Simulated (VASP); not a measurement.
# W (Im-3m) in VASP: a series of runs

The runs below take W through single point, relaxation of cell and atoms, with PBE.

Program: VASP 6.6.1. These are calculated values, not measurements. Logs are shortened: lines on timing, memory, paths and dates and some standing lists are left out, and cuts for length are marked.

## 1. The cell of the first run

The structure is cubic, space group Im-3m (No. 229). The conventional cell has a = 3.184 Å, b = 3.184 Å, c = 3.184 Å, α = 90.00°, β = 90.00°, γ = 90.00°. W (site symmetry m-3m) has 14 W at 2.76 to 3.18 Å within 3.6 Å.

## 2. Single point, PBE

Contents of INCAR:

```
SYSTEM = W
PREC = Accurate ; ENCUT = 520
EDIFF = 1E-7 ; ISMEAR = 0
SIGMA = 0.1 ; LREAL = .False.
LASPH = .True. ; NELM = 60
ALGO = Fast ; ISIF = 2
LWAVE = .False. ; LCHARG = .False.
GGA = PE ; NBANDS = 13
```

Contents of KPOINTS:

```
Automatic mesh
0
Gamma
  24 24 24
  0 0 0
```

Contents of POSCAR:

```
W
1.0
   -1.5918691823      1.5918691823      1.5918691823
    1.5918691823     -1.5918691823      1.5918691823
    1.5918691823      1.5918691823     -1.5918691823
W
1
Direct
    0.0000000000      0.0000000000      0.0000000000
```

Potentials or basis: VASP PAW PBE potentials, release 64 (W_sv).

On the command line:

```bash
cat potpaw_PBE.64/W_sv/POTCAR > POTCAR
mpirun -np 1 vasp_std > vasp.out
```

OUTCAR:

```text
SYSTEM = W
   PREC = Accurate
   ENCUT = 520
   EDIFF = 1E-7
   ISMEAR = 0
   LREAL = .False.
   LASPH = .True.
   NELM = 60
   ISIF = 2
   GGA = PE

 ion  position               nearest neighbor table
   1  0.000  0.000  0.000-

  LATTYP: Found a body centered cubic cell.
 ALAT       =     3.1837383646

  Lattice vectors:

 A1 = (  -1.5918691823,   1.5918691823,   1.5918691823)
 A2 = (   1.5918691823,  -1.5918691823,   1.5918691823)
 A3 = (   1.5918691823,   1.5918691823,  -1.5918691823)

Analysis of symmetry for initial positions (statically):
=====================================================================
 Subroutine PRICEL returns:
 Original cell was already a primitive cell.

 Routine SETGRP: Setting up the symmetry group for a
 body centered cubic supercell.

 Subroutine GETGRP returns: Found 48 space group operations
 (whereof 48 operations were pure point group operations)
 out of a pool of 48 trial point group operations.

The static configuration has the point symmetry O_h .

Analysis of symmetry for dynamics (positions and initial velocities):
=====================================================================
 Subroutine PRICEL returns:
 Original cell was already a primitive cell.

 Routine SETGRP: Setting up the symmetry group for a
 body centered cubic supercell.

 Subroutine GETGRP returns: Found 48 space group operations
 (whereof 48 operations were pure point group operations)
 out of a pool of 48 trial point group operations.

The dynamic configuration has the point symmetry O_h .

 Subroutine INISYM returns: Found 48 space group operations
 (whereof 48 operations are pure point group operations),
 and found     1 'primitive' translations

----------------------------------------------------------------------------------------

                                     Primitive cell

  volume of cell :      16.1355

  direct lattice vectors                    reciprocal lattice vectors
    -1.591869182  1.591869182  1.591869182     0.000000000  0.314096162  0.314096162
     1.591869182 -1.591869182  1.591869182     0.314096162  0.000000000  0.314096162
     1.591869182  1.591869182 -1.591869182     0.314096162  0.314096162  0.000000000

  length of vectors
     2.757198303  2.757198303  2.757198303     0.444199052  0.444199052  0.444199052

  position of ions in fractional coordinates (direct lattice)
     0.000000000  0.000000000  0.000000000

  ion indices of the primitive-cell ions
   primitive index   ion index
                 1           1

----------------------------------------------------------------------------------------

 KPOINTS: Automatic mesh

Automatic generation of k-mesh.
 Grid dimensions read from file:
 generate k-points for:   24   24   24

 Generating k-lattice:

  Cartesian coordinates                     Fractional coordinates (reciprocal lattice)
     0.000000000  0.013087340  0.013087340     0.041666667  0.000000000  0.000000000
     0.013087340  0.000000000  0.013087340     0.000000000  0.041666667  0.000000000
     0.013087340  0.013087340  0.000000000     0.000000000  0.000000000  0.041666667

  Length of vectors
     0.018508294  0.018508294  0.018508294

  Shift w.r.t. Gamma in fractional coordinates (k-lattice)
     0.000000000  0.000000000  0.000000000

 Subroutine IBZKPT returns following result:
 ===========================================

 Found    413 irreducible k-points:

 Following reciprocal coordinates:
            Coordinates               Weight
  0.000000  0.000000  0.000000      1.000000
  0.041667  0.000000  0.000000     12.000000
  0.083333  0.000000  0.000000     12.000000
  0.125000  0.000000  0.000000     12.000000
  0.166667  0.000000  0.000000     12.000000
  0.208333  0.000000  0.000000     12.000000
[... 16 lines left out ...]
  0.416667  0.041667 -0.000000     48.000000
  0.458333  0.041667  0.000000     48.000000
 [... further k-points ...]
   k-points           NKPTS =    413   k-points in BZ     NKDIM =    413   number of bands    NBANDS=     13
   number of dos      NEDOS =    301   number of ions     NIONS =      1
   total plane-waves  NPLWV =  13824
   dimension x,y,z NGX =    24 NGY =   24 NGZ =   24
   dimension x,y,z NGXF=    48 NGYF=   48 NGZF=   48
   ions per type =               1
   NGX,Y,Z   is equivalent  to a cutoff of  14.47, 14.47, 14.47 a.u.
   NGXF,Y,Z  is equivalent  to a cutoff of  28.94, 28.94, 28.94 a.u.
 SYSTEM =  W
   PREC   = accura    normal or accurate (medium, high low for compatibility)
   ISTART =      0    job   : 0-new  1-cont  2-samecut
   ICHARG =      2    charge: 1-file 2-atom 10-const
   ISPIN  =      1    spin polarized calculation?
   LNONCOLLINEAR =      F non collinear calculations
   LSORBIT =      F    spin-orbit coupling
   LASPH  =      T    aspherical Exc in radial PAW
   ENCUT  =  520.0 eV  38.22 Ry    6.18 a.u.   5.13  5.13  5.13*2*pi/ulx,y,z
   NELM   =     60;   NELMIN=  2; NELMDL= -5     # of ELM steps
   EDIFF  = 0.1E-06   stopping-criterion for ELM
   LREAL  =      F    real-space projection
   EDIFFG = 0.1E-05   stopping-criterion for IOM
   NSW    =      0    number of steps for IOM
   IBRION =     -1    ionic relax: 0-MD 1-quasi-New 2-CG
   NFREE  =      0    steps in history (QN), initial steepest desc. (CG)
   ISIF   =      2    stress and relaxation
   ISYM   =      2    0-nonsym 1-usesym 2-fastsym
   POTIM  = 0.5000    time-step for ionic-motion
   TEBEG  =    0.0;   TEEND  =   0.0 temperature during run
   PSTRESS=    0.0 pullay stress
   NELECT =      14.0000    total number of electrons
   NUPDOWN=      -1.0000    fix difference up-down
   EMIN   =  10.00;   EMAX   =-10.00  energy-range for DOS
   EFERMI =   0.00;   METHOD = LEGACY
   ISMEAR =     0;   SIGMA  =   0.10  broadening in eV -4-tet -1-fermi 0-gaus
   EFERMI_NEDOS =   21; number of points for ismear=-14 and -15
   IALGO  =     68    algorithm
   IMIX   =      4    mixing-type and parameters
     AMIX     =   0.40;   BMIX     =  1.00
     AMIX_MAG =   1.60;   BMIX_MAG =  1.00
  volume/ion in A,a.u.               =      16.14       108.89
  Fermi-wavevector in a.u.,A,eV,Ry     =   1.561433  2.950681 33.172015  2.438074
  Thomas-Fermi vector in A             =   2.664499
   LORBIT       =      0    0 simple, 1 ext, 2 COOP (PROOUT), +10 PAW based schemes
   GGA     = PE    functional components
   LHFCALC =     F    Hartree Fock is set to
   AEXX    =    0.0000 exact exchange contribution
   IVDW    =     0    specifies the selected vdW correction
   LEPSILON=     F    determine dielectric tensor
   LRPA    =     F    only Hartree local field effects (RPA)
 non-spin polarized calculation
 RMM-DIIS sequential band-by-band and
 Gauss-broadening in eV      SIGMA  =   0.10
  energy-cutoff  :      520.00
  volume of cell :       16.14
 maximum number of plane-waves:       466
 NGX is ok and might be reduce to    24
   NGX = 11   NGY = 11   NGZ = 11

 number of electron      14.0000002 magnetization

 Free energy of the ion-electron system (eV)
  ---------------------------------------------------
  ext. energy  EPLUGINS =         0.00000000
  ---------------------------------------------------
  free energy    TOTEN  =       -12.95711244 eV

  energy without entropy =      -12.95521090  energy(sigma->0) =      -12.95616167

 E-fermi :  11.2224     XC(G=0): -13.5410

 val. band max:       11.2167772935   @ k =   0.5000   0.5000   0.2083
 cond. band min:      11.2249524331   @ k =  -0.4583   0.4583   0.0417
 fundamental gap:      0.0081751396
 Fermi energy:        11.2224072203

 k-point     1 :       0.0000    0.0000    0.0000
  band No.  band energies     occupation
      1     -63.0224      2.00000
      2     -26.6094      2.00000
      3     -26.6094      2.00000
      4     -26.6094      2.00000
      5       1.6498      2.00000
      6       9.9870      2.00000
      7       9.9870      2.00000
      8       9.9870      2.00000
      9      13.4065      0.00000
     10      13.4065      0.00000
     11      25.6652      0.00000
     12      25.6652      0.00000
     13      25.6652      0.00000

 k-point     2 :       0.0417    0.0000    0.0000
  band No.  band energies     occupation
      1     -63.0203      2.00000
      2     -26.6318      2.00000
      3     -26.6164      2.00000
      4     -26.6095      2.00000
      5       1.7326      2.00000
      6       9.9363      2.00000
      7       9.9765      2.00000
      8      10.0664      2.00000
      9      13.3230      0.00000
     10      13.4069      0.00000
     11      25.7368      0.00000
     12      25.8062      0.00000
     13      25.8699      0.00000

 k-point     3 :       0.0833    0.0000    0.0000
  band No.  band energies     occupation
      1     -63.0142      2.00000
      2     -26.6969      2.00000
      3     -26.6368      2.00000
      4     -26.6098      2.00000
      5       1.9762      2.00000
      6       9.7914      2.00000
      7       9.9360      2.00000
      8      10.3032      2.00000
      9      13.1143      0.00000
     10      13.4102      0.00000
     11      25.9330      0.00000
     12      26.2217      0.00000
     13      26.4318      0.00000
[... 305 lines left out ...]
 k-point    23 :       0.4167    0.0417   -0.0000
  band No.  band energies     occupation
      1     -62.9026      2.00000
      2     -27.7747      2.00000
      3     -26.9968      2.00000
      4     -26.6242      2.00000
      5       5.1005      2.00000
      6       7.7878      2.00000
      7      11.1257      1.82838
      8      13.3327      0.00000
      9      14.2402      0.00000
     10      16.7617      0.00000
     11      22.4330      0.00000
     12      23.0497      0.00000
     13      28.4015      0.00000

 k-point    24 :       0.4583    0.0417    0.0000
  band No.  band energies     occupation
      1     -62.8984      2.00000
      2     -27.8120      2.00000
      3     -27.0102      2.00000
      4     -26.6245      2.00000
      5       5.0889      2.00000
      6       7.7272      2.00000
      7      11.5732      0.00000
      8      13.2741      0.00000
      9      14.3292      0.00000
     10      17.2110      0.00000
     11      21.9546      0.00000
     12      22.7890      0.00000
     13      27.7903      0.00000

 [... further k-points ...]
[... 5 lines left out ...]
  --------------------------------------------------------------------------------------
  -------------------------------------------------------------------------------------
  Total        0.0532125      0.0532125      0.0532125      0.0000000      0.0000000      0.0000000
  in kB        5.2837466      5.2837466      5.2837466      0.0000000      0.0000000      0.0000000
  external PRESSURE =       5.2837466 kB  Pullay stress =       0.0000000 kB

 VOLUME and BASIS-vectors are now :
 -----------------------------------------------------------------------------
  energy-cutoff  :      520.00
  volume of cell :       16.14
      direct lattice vectors                 reciprocal lattice vectors
    -1.591869182  1.591869182  1.591869182     0.000000000  0.314096162  0.314096162
     1.591869182 -1.591869182  1.591869182     0.314096162  0.000000000  0.314096162
     1.591869182  1.591869182 -1.591869182     0.314096162  0.314096162  0.000000000

 POSITION                                       TOTAL-FORCE (eV/Angst)
 -----------------------------------------------------------------------------------
      0.00000      0.00000      0.00000         0.000000     -0.000000      0.000000
 -----------------------------------------------------------------------------------
    total drift:                                0.000000      0.000000      0.000000

  FREE ENERGIE OF THE ION-ELECTRON SYSTEM (eV)
  ---------------------------------------------------
  free  energy   TOTEN  =       -12.9571124359 eV

  energy  without entropy=      -12.9552108958  energy(sigma->0) =      -12.95616167
```

Wall time 56 s (1 thread of Intel Xeon 6975P-C, shared host); peak memory 0.21 GiB.

What came out:

```
Free energy            : -12.9571 eV
Pressure               : 0.5 GPa
Band gap on the k mesh : zero (band 7 reaches 16.22 eV, above the bottom of band 8 at 9.99 eV)
```

Caveat: spin-orbit coupling is left out, which moves the levels of the heavy elements.

## 3. Relaxation of cell and atoms, PBE

This run uses another cell than the first one, of 15.93 Å³/atom, 0.987 times its volume.

Contents of INCAR:

```
PREC = Accurate
ENCUT = 600
EDIFF = 1E-6
ISMEAR = 0
SIGMA = 0.1
LREAL = False
LASPH = True
NELM = 60
ALGO = Normal
ISIF = 3
LWAVE = False
LCHARG = False
GGA = PE
IBRION = 2
NSW = 80
EDIFFG = -0.003
```

Contents of KPOINTS:

```
Automatic mesh
0
Gamma
  24 24 24
```

Contents of POSCAR:

```
W
1.0
   -1.5850000000      1.5850000000      1.5850000000
    1.5850000000     -1.5850000000      1.5850000000
    1.5850000000      1.5850000000     -1.5850000000
W
1
Direct
    0.0000000000      0.0000000000      0.0000000000
```

Potentials or basis: VASP PAW PBE potentials, release 64 (W_sv).

On the command line:

```bash
cat potpaw_PBE.64/W_sv/POTCAR > POTCAR
mpirun -np 1 vasp_std > vasp.out
```

OUTCAR:

```text
PREC = Accurate
   ENCUT = 600
   EDIFF = 1E-6
   ISMEAR = 0
   LREAL = False
   LASPH = True
   NELM = 60
   ISIF = 3
   GGA = PE
   IBRION = 2
   NSW = 80
   EDIFFG = -0.003

 ion  position               nearest neighbor table
   1  0.000  0.000  0.000-

  LATTYP: Found a body centered cubic cell.
 ALAT       =     3.1700000000

  Lattice vectors:

 A1 = (  -1.5850000000,   1.5850000000,   1.5850000000)
 A2 = (   1.5850000000,  -1.5850000000,   1.5850000000)
 A3 = (   1.5850000000,   1.5850000000,  -1.5850000000)

Analysis of symmetry for initial positions (statically):
=====================================================================
 Subroutine PRICEL returns:
 Original cell was already a primitive cell.

 Routine SETGRP: Setting up the symmetry group for a
 body centered cubic supercell.

 Subroutine GETGRP returns: Found 48 space group operations
 (whereof 48 operations were pure point group operations)
 out of a pool of 48 trial point group operations.

The static configuration has the point symmetry O_h .

Analysis of symmetry for dynamics (positions and initial velocities):
=====================================================================
 Subroutine PRICEL returns:
 Original cell was already a primitive cell.

 Routine SETGRP: Setting up the symmetry group for a
 body centered cubic supercell.

 Subroutine GETGRP returns: Found 48 space group operations
 (whereof 48 operations were pure point group operations)
 out of a pool of 48 trial point group operations.

The dynamic configuration has the point symmetry O_h .

 Subroutine INISYM returns: Found 48 space group operations
 (whereof 48 operations are pure point group operations),
 and found     1 'primitive' translations

[... 123 lines left out ...]
 conjugate gradient relaxation of ions
 non-spin polarized calculation
 Gauss-broadening in eV      SIGMA  =   0.10
  energy-cutoff  :      600.00
  volume of cell :       15.93
 maximum number of plane-waves:       555
 NGX is ok and might be reduce to    24
   NGX = 11   NGY = 11   NGZ = 11

--------------------------------------- Ionic step        1  -------------------------------------------

 number of electron      14.0000002 magnetization

 Free energy of the ion-electron system (eV)
  ---------------------------------------------------
  ext. energy  EPLUGINS =         0.00000000
  ---------------------------------------------------
  free energy    TOTEN  =       -12.95393429 eV

  energy without entropy =      -12.95200995  energy(sigma->0) =      -12.95297212

------------------------ aborting loop because EDIFF is reached ----------------------------------------

  FORCE on cell =-STRESS in cart. coord.  units (eV):
  Direction    XX          YY          ZZ          XY          YZ          ZX
  --------------------------------------------------------------------------------------
  -------------------------------------------------------------------------------------
  Total        0.4624537      0.4624537      0.4624537      0.0000000     -0.0000000      0.0000000
  in kB       46.5190703     46.5190703     46.5190703      0.0000000     -0.0000000      0.0000000
  external PRESSURE =      46.5190703 kB  Pullay stress =       0.0000000 kB
[... 92 lines left out ...]
--------------------------------------- Ionic step        4  -------------------------------------------

 number of electron      14.0000002 magnetization

 Free energy of the ion-electron system (eV)
  ---------------------------------------------------
  ext. energy  EPLUGINS =         0.00000000
  ---------------------------------------------------
  free energy    TOTEN  =       -12.95732809 eV

  energy without entropy =      -12.95542966  energy(sigma->0) =      -12.95637888

 E-fermi :  11.1953     XC(G=0): -13.5305

 val. band max:       11.1946357019   @ k =  -0.4583   0.4583   0.0417
 cond. band min:      11.2015885550   @ k =   0.1667   0.0000   0.0000
 fundamental gap:      0.0069528531
 Fermi energy:        11.1953065206

 k-point     1 :       0.0000    0.0000    0.0000
  band No.  band energies     occupation
      1     -63.0511      2.00000
      2     -26.6408      2.00000
      3     -26.6408      2.00000
      4     -26.6408      2.00000
      5       1.6338      2.00000
      6       9.9634      2.00000
      7       9.9634      2.00000
      8       9.9634      2.00000
      9      13.3756      0.00000
     10      13.3756      0.00000
     11      25.6346      0.00000
[... 309 lines left out ...]
 k-point    24 :       0.4583    0.0417    0.0000
  band No.  band energies     occupation
      1     -62.9281      2.00000
      2     -27.8361      2.00000
      3     -27.0393      2.00000
      4     -26.6557      2.00000
      5       5.0742      2.00000
      6       7.7092      2.00000
      7      11.5416      0.00000
      8      13.2423      0.00000
      9      14.2947      0.00000
     10      17.1682      0.00000
     11      21.8993      0.00000

 [... further k-points ...]
[... 5 lines left out ...]
  --------------------------------------------------------------------------------------
  -------------------------------------------------------------------------------------
  Total       -0.0017671     -0.0017671     -0.0017671     -0.0000000     -0.0000000      0.0000000
  in kB       -0.1751377     -0.1751377     -0.1751377     -0.0000000     -0.0000000      0.0000000
  external PRESSURE =      -0.1751377 kB  Pullay stress =       0.0000000 kB
[... 16 lines left out ...]
  FREE ENERGIE OF THE ION-ELECTRON SYSTEM (eV)
  ---------------------------------------------------
  free  energy   TOTEN  =       -12.9573280942 eV

  energy  without entropy=      -12.9554296629  energy(sigma->0) =      -12.95637888

 reached required accuracy - stopping structural energy minimisation
```

CONTCAR:

```text
W
   1.00000000000000
    -1.5928487646385854    1.5928487646385854    1.5928487646385854
     1.5928487646385854   -1.5928487646385854    1.5928487646385854
     1.5928487646385854    1.5928487646385854   -1.5928487646385854
  W
     1
Direct
     0.0000000000000000    0.0000000000000000    0.0000000000000000

  0.00000000E+00  0.00000000E+00  0.00000000E+00
```

It took 88 s on 1 thread of Intel Xeon 6975P-C, shared host; peak memory 0.23 GiB.

What came out:

| Item | Value |
| --- | --- |
| Free energy | -12.9573 eV |
| Relaxed volume | 16.17 Å³/atom |
| Relaxed cell | a = 2.759 Å, b = 2.759 Å, c = 2.759 Å, α = 109.47°, β = 109.47°, γ = 109.47° |
| Space group after relaxing (to 0.05 Å) | Im-3m (No. 229) |
| Energy gained by relaxing | 3.4 meV/atom |
| Ionic steps | 4 |
| Pressure after relaxing | 0.0 GPa |
| Band gap on the k mesh | zero (band 7 reaches 16.18 eV, above the bottom of band 8 at 9.96 eV) |

Step by step:
```csv
step,energy change (eV),largest force (eV/Å),pressure (GPa),volume (Å³)
1,0.0000,0.0000,4.65,15.93
2,0.0358,0.0000,-14.09,17.02
3,-0.0034,0.0000,-0.08,16.17
4,-0.0034,0.0000,-0.02,16.17
```

Final structure:
```yaml
crystal:
  lattice:
    - [-1.59285, 1.59285, 1.59285]
    - [1.59285, -1.59285, 1.59285]
    - [1.59285, 1.59285, -1.59285]
  atoms:
    - { symbol: W, position: [0.00000, 0.00000, 0.00000] }
```

Caveat: spin-orbit coupling is left out, which moves the levels of the heavy elements.
